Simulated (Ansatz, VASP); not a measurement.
# Na in VASP and in Ansatz

INCAR

```
  ALGO = Normal
  EDIFF = 1E-6
  EDIFFG = -0.005
  ENCUT = 600
  GGA = PE
  IBRION = 2
  ISIF = 3
  ISMEAR = -1
  LASPH = T
  LCHARG = F
  LREAL = F
  LWAVE = F
  NELM = 60
  NSW = 100
  PREC = Accurate
  SIGMA = 0.08
```

File KPOINTS:

```
k-points
0
Gamma
  13 13 13
```

File POSCAR:

```
Na
1.0
   -2.0111349094      2.0111349094      2.0111349094
    2.0111349094     -2.0111349094      2.0111349094
    2.0111349094      2.0111349094     -2.0111349094
Na
1
Direct
    0.0000000000      0.0000000000      0.0000000000
```

Input for Ansatz:

```yaml
crystal:
  lattice:
    - [-2.0111349094, 2.0111349094, 2.0111349094]
    - [2.0111349094, -2.0111349094, 2.0111349094]
    - [2.0111349094, 2.0111349094, -2.0111349094]
  atoms:
    - { symbol: Na, position: [0.0, 0.0, 0.0] }
kpoints:
  mp_grid: { grid: [13, 13, 13] }
scf:
  occupations: { method: fermi_dirac, width: 0.08 }
hamiltonian:
  xc: pbe
  pseudopotentials: { kind: paw }
output:
  forces: true
  stress: true
relax:
  f_tol: 0.005
  max_steps: 80
  cell: {}
```

Alike in both runs: task relaxation of cell and atoms; functional PBE; k mesh 13 × 13 × 13; occupations fermi-dirac, width 0.08 eV; no spin polarisation.

|  | VASP | Ansatz |
| --- | --- | --- |
| version | VASP 6.6.1 | Ansatz 0.2.0 |
| potentials or method | VASP PAW PBE potentials, release 64 (Na_pv) | PAW with Ansatz's default frozen-core files, scalar-relativistic |
| plane-wave cutoff (eV) | 600 | 420 |
| valence electrons in the cell | 7 | 9 |

```tsv
	VASP	Ansatz	Ansatz less VASP
relaxed volume (Å³/atom)	37.16	36.91	-0.251
relaxed cell length with the largest relative difference (Å)	3.641	3.633	-0.0082
```

VASP's potentials hold 7 valence electrons a cell and Ansatz's 9, so a difference there can come from the potentials and not from the codes.
